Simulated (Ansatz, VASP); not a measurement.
Zn: VASP beside Ansatz

```
Zn
1.0
     0.00000    2.01677    2.01677
     2.01677    0.00000    2.01677
     2.01677    2.01677    0.00000
Zn
1
Direct
  0.00000 0.00000 0.00000
```

Alike in both runs: task single point; functional PBE; k mesh 15 × 15 × 15; occupations fermi-dirac, width 0.1 eV; no spin polarisation.

|  | VASP | Ansatz |
| --- | --- | --- |
| version | VASP 6.6.1 | Ansatz 0.2.0 |
| potentials or method | VASP PAW PBE potentials, release 64 (Zn), cutoff 520 eV | plane waves (420 eV) with PAW, scalar-relativistic |
| valence electrons in the cell | 12 | 12 |

Ansatz gave:

* pressure (GPa): -4.4

Task: What did VASP give for the same quantities?

Result: Pressure (GPa): -4.2.

The functional is the same, so the differences come from potentials, cutoffs and numerics.
